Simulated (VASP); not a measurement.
Write the native input for VASP 6.6.1 that does the following.

* Task: single point
* Functional: r2SCAN
* Potentials or basis: VASP PAW PBE potentials, release 64 (W_sv)
* Cutoff: 520 eV
* k mesh: 12 × 12 × 12
* Occupations: fermi-dirac, width 0.1 eV
* Spin: no spin polarisation
* Dipole correction: no
* Further INCAR settings: ALGO = Normal; EDIFF = 1e-07; NBANDS = 13

W:

```
W
1.0
     0.00000    2.06328    2.06328
     2.06328    0.00000    2.06328
     2.06328    2.06328    0.00000
W
1
Direct
  0.00000 0.00000 0.00000
```

These files were run (other wordings do the same):

POSCAR

```
W
1.0
    0.0000000000      2.0632846043      2.0632846043
    2.0632846043      0.0000000000      2.0632846043
    2.0632846043      2.0632846043      0.0000000000
W
1
Direct
    0.0000000000      0.0000000000      0.0000000000
```

INCAR.step1

```
PREC     = Accurate       # precision mode
ENCUT    = 520            # plane-wave cutoff, eV
ISMEAR   = -1             # smearing method
SIGMA    = 0.1            # smearing width, eV
LREAL    = F              # projectors in reciprocal space
LASPH    = T              # aspherical terms in the spheres
NELM     = 60             # most SCF steps
NBANDS   = 13             # bands
GGA      = PE             # functional
ALGO     = Normal         # electronic algorithm
EDIFF    = 1E-4           # SCF threshold, eV
LWAVE    = T              # write WAVECAR
LCHARG   = F              # write CHGCAR
```

INCAR.step2

```
PREC     = Accurate       # precision mode
ENCUT    = 520            # plane-wave cutoff, eV
EDIFF    = 1E-7           # SCF threshold, eV
ISMEAR   = -1             # smearing method
SIGMA    = 0.1            # smearing width, eV
LREAL    = F              # projectors in reciprocal space
LASPH    = T              # aspherical terms in the spheres
NELM     = 60             # most SCF steps
ALGO     = Normal         # electronic algorithm
ISIF     = 2              # what is computed and relaxed
LWAVE    = F              # write WAVECAR
LCHARG   = T              # write CHGCAR
METAGGA  = R2SCAN         # meta-GGA
LMIXTAU  = T            
LELF     = T              # ELF
LVHAR    = T            
NBANDS   = 13             # bands
ISTART   = 1
```

KPOINTS

```
regular mesh
0
Gamma
  12 12 12
```

Potentials or basis: VASP PAW PBE potentials, release 64 (W_sv).

Run with:

```sh
$ cat potpaw_PBE.64/W_sv/POTCAR > POTCAR
$ cp INCAR.step1 INCAR
$ mpirun -np 1 vasp_std > vasp.out
$ cp INCAR.step2 INCAR
$ mpirun -np 1 vasp_std > vasp.out
```

It gave:

```
Pressure               : -19.8 GPa
Band gap on the k mesh : zero (band 7 reaches 12.08 eV, above the bottom of band 8 at 8.93 eV)
```

Caveat: the PAW data sets were made with another functional, which shifts forces and pressure a little; spin-orbit coupling is left out, which moves the levels of the heavy elements.

Wall time 63 s on 1 thread of Intel(R) Xeon(R) Platinum 8259CL CPU @ 2.50GHz (Skylake/Cascade Lake), on a shared host, peak memory 0.15 GiB.
